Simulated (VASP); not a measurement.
# GaAs (R-3m) in VASP: further runs, part 2 of 2

VASP 6.6.1. Earlier steps stand in the parts before.

## 4. Relaxation of cell and atoms, PBE

Input file INCAR:

```
PREC = Accurate ; ENCUT = 600
EDIFF = 1E-6 ; ISMEAR = 0
SIGMA = 0.1 ; LREAL = False
LASPH = True ; NELM = 100
ALGO = Normal ; ISIF = 3
LWAVE = False ; LCHARG = False
GGA = PE ; IBRION = 2
NSW = 90 ; EDIFFG = -0.04
```

Input file KPOINTS:

```
Automatic mesh
0
Gamma
  6 6 6
```

Input file POSCAR:

```
GaAs
1.0
    2.7496709400      1.5875232600      4.7550264100
   -2.7496709400      1.5875232600      4.7550264100
    0.0000000000     -3.1750465100      4.7550264100
Ga As
3 3
Direct
    0.2499957600      0.2499957600      0.2499957600
    0.7500042400      0.7500042400      0.7500042400
    0.0000000000      0.0000000000      0.0000000000
    0.5000000000      0.5000000000      0.0000000000
    0.0000000000      0.5000000000      0.5000000000
    0.5000000000      0.0000000000      0.5000000000
```

Potentials or basis: VASP PAW PBE potentials, release 64 (Ga_d, As).

Launch:

```console
> cat potpaw_PBE.64/Ga_d/POTCAR potpaw_PBE.64/As/POTCAR > POTCAR
> mpirun -np 1 vasp_std > vasp.out
```

OUTCAR:

```text
PREC = Accurate
   ENCUT = 600
   EDIFF = 1E-6
   ISMEAR = 0
   LREAL = False
   LASPH = True
   NELM = 100
   ISIF = 3
   GGA = PE
   IBRION = 2
   NSW = 90
   EDIFFG = -0.04

 ion  position               nearest neighbor table
   1  0.250  0.250  0.250-   5 1.98   6 1.98   4 1.98
   2  0.750  0.750  0.750-   5 1.98   6 1.98   4 1.98
   3  0.000  0.000  0.000-   5 2.75   6 2.75   5 2.75   6 2.75   4 2.75   4 2.75
   4  0.500  0.500  0.000-   1 1.98   2 1.98   5 2.75   6 2.75   6 2.75   5 2.75   3 2.75   3 2.75

   5  0.000  0.500  0.500-   1 1.98   2 1.98   3 2.75   4 2.75   3 2.75   4 2.75   6 2.75   6 2.75

   6  0.500  0.000  0.500-   1 1.98   2 1.98   3 2.75   4 2.75   4 2.75   3 2.75   5 2.75   5 2.75

  LATTYP: Found a trigonal (rhomboedric) cell.
 ALAT       =     5.7176215806
 COS(alpha) =     0.5374479323

  Lattice vectors:

 A1 = (   2.7496709400,   1.5875232600,   4.7550264100)
[... 189 lines left out ...]
 E-fermi :   5.0440     XC(G=0):  -9.7680

 val. band max:        5.0424942376   @ k =  -0.3333   0.3333   0.0000
 cond. band min:       5.0441272136   @ k =  -0.1667   0.3333   0.1667
 fundamental gap:      0.0016329760
 Fermi energy:         5.0440248987
[... 2652 lines left out ...]
     31       7.9477      0.00000
     32       8.4164      0.00000

 [... further k-points ...]

[... ionic steps 4 to 15 ...]

--------------------------------------- Ionic step       16  -------------------------------------------

 number of electron      54.0000004 magnetization

------------------------ aborting loop because EDIFF is reached ----------------------------------------
[... 75 lines left out ...]
--------------------------------------- Ionic step       18  -------------------------------------------

 number of electron      54.0000007 magnetization

 Free energy of the ion-electron system (eV)
  ---------------------------------------------------
  ext. energy  EPLUGINS =         0.00000000
  ---------------------------------------------------
  free energy    TOTEN  =       -21.48515942 eV

  energy without entropy =      -21.47844721  energy(sigma->0) =      -21.48180331

 E-fermi :   4.1835     XC(G=0):  -9.6879

 val. band max:        4.1176859379   @ k =  -0.3333   0.3333   0.1667
 cond. band min:       4.2538974245   @ k =  -0.1667   0.5000   0.1667
 fundamental gap:      0.1362114866
 Fermi energy:         4.1834664552
[... 873 lines left out ...]
  FREE ENERGIE OF THE ION-ELECTRON SYSTEM (eV)
  ---------------------------------------------------
  free  energy   TOTEN  =       -21.4851594152 eV

  energy  without entropy=      -21.4784472055  energy(sigma->0) =      -21.48180331

 reached required accuracy - stopping structural energy minimisation
```

OSZICAR:

```text
N       E                     dE             d eps       ncg     rms          rms(c)
DAV:   1     0.489076270626E+03    0.48908E+03   -0.28395E+04  2200   0.272E+03
DAV:   2     0.599307234472E+02   -0.42915E+03   -0.42042E+03  2168   0.635E+02
[... 203 lines left out ...]
DAV:   3    -0.214849581363E+02    0.12880E-01   -0.46958E-02  2576   0.180E+00    0.108E-01
DAV:   4    -0.214852271747E+02   -0.26904E-03   -0.76161E-03  2240   0.869E-01    0.664E-02
DAV:   5    -0.214851613164E+02    0.65858E-04   -0.13141E-03  2840   0.264E-01    0.238E-02
DAV:   6    -0.214851588148E+02    0.25017E-05   -0.10447E-04  2344   0.122E-01    0.105E-02
DAV:   7    -0.214851595931E+02   -0.77834E-06   -0.20107E-05  3064   0.337E-02    0.341E-03
DAV:   8    -0.214851594152E+02    0.17796E-06   -0.31187E-06  1752   0.175E-02
  18 F= -.21485159E+02 E0= -.21481803E+02  d E =-.652790E-02
```

CONTCAR:

```text
GaAs
   1.00000000000000
     2.8475300451562142    1.6440222409043268    4.9268814046587117
    -2.8475300451562142    1.6440222409043268    4.9268814046587117
    -0.0000000000000000   -3.2880444712691999    4.9268814045560063
  Ga              As
     3     3
Direct
     0.1852810097309496    0.1852810097309496    0.1852810097390299
     0.8147189902690507    0.8147189902690507    0.8147189902609702
     1.0000000000000000    1.0000000000000000    1.0000000000000000
     0.5000000000000000    0.5000000000000000    1.0000000000000000
     1.0000000000000000    0.5000000000000000    0.5000000000000000
     0.5000000000000000    1.0000000000000000    0.5000000000000000

  0.00000000E+00  0.00000000E+00  0.00000000E+00
  0.00000000E+00  0.00000000E+00  0.00000000E+00
  0.00000000E+00  0.00000000E+00  0.00000000E+00
  0.00000000E+00  0.00000000E+00  0.00000000E+00
  0.00000000E+00  0.00000000E+00  0.00000000E+00
  0.00000000E+00  0.00000000E+00  0.00000000E+00
```

It took 57 min on 1 thread of AMD EPYC 7R43 (Zen 3), shared host; peak memory 0.38 GiB.

What came out:

- Free energy: -21.4852 eV
- Relaxed volume: 23.06 Å³/atom
- Relaxed cell: a = 5.923 Å, b = 5.923 Å, c = 5.923 Å, α = 57.47°, β = 57.47°, γ = 57.47°
- Space group after relaxing (to 0.1 Å): R-3m (No. 166)
- Pressure after relaxing: 0.1 GPa
- Band gap on the k mesh: zero (bands 27 and 28 overlap by 1.17 eV)

Stress tensor (GPa, compression positive):
```
 0.17  0.00  0.00
 0.00  0.17  0.00
 0.00  0.00 -0.16
```

Final structure:
```xyz
6
Lattice="2.8475 1.6440 4.9269 -2.8475 1.6440 4.9269 0.0000 -3.2880 4.9269" Properties=species:S:1:pos:R:3 pbc="T T T"
Ga    0.0000    0.0000    2.7386
Ga    0.0000    0.0000   12.0421
Ga    0.0000    0.0000   14.7806
As    0.0000   -1.6440    9.8538
As    1.4238    0.8220    9.8538
As   -1.4238    0.8220    9.8538
```

Levels at points of the mesh, in eV from the Fermi level:
| k point | band 24 | band 25 | band 26 | band 27 | band 28 | band 29 | band 30 | band 31 |
| --- | --- | --- | --- | --- | --- | --- | --- | --- |
| (0.00, 0.00, 0.00) | -4.19 | -2.90 | -1.28 | -1.28 | 0.22 | 0.22 | 2.54 | 3.12 |
| (0.50, 0.00, 0.00) | -2.51 | -2.38 | -1.20 | -0.99 | -0.91 | 0.95 | 1.08 | 2.31 |
| (0.50, 0.50, 0.00) | -1.39 | -1.35 | -0.52 | -0.44 | -0.37 | 0.87 | 0.95 | 1.49 |
| (0.50, 0.50, 0.50) | -1.69 | -1.18 | -1.18 | -0.96 | 2.87 | 3.09 | 3.17 | 3.18 |

## 5. The runs side by side

| task | cell | cutoff (eV) | gap on the mesh (eV) | pressure (GPa) | largest force (eV/Å) |
| --- | --- | --- | --- | --- | --- |
| single point | a = 5.718 Å, angles 57.5°, 6 atoms, atomic positions A | 520 | none | 52.9 | 15.91 |
| single point | a = 5.911 Å, angles 57.7°, 6 atoms, atomic positions B | 520 | none | 0.0 | 0.01 |
| relaxation of cell and atoms | relaxed from a = 5.718 Å, angles 57.5°, 6 atoms, atomic positions A | 600 | none | 0.1 | - |

Alike in all rows: level PBE; potentials or basis VASP PAW PBE potentials, release 64 (Ga_d, As); no spin polarisation; k mesh 6 × 6 × 6; smearing gaussian 0.1 eV.

Caveats: the cell stands under pressure (at least some runs); forces of over 1 eV/Å act on the atoms, so gaps and moduli don't describe the material at rest (at least some runs).

Absolute energies hang on the potentials; compare differences alone.
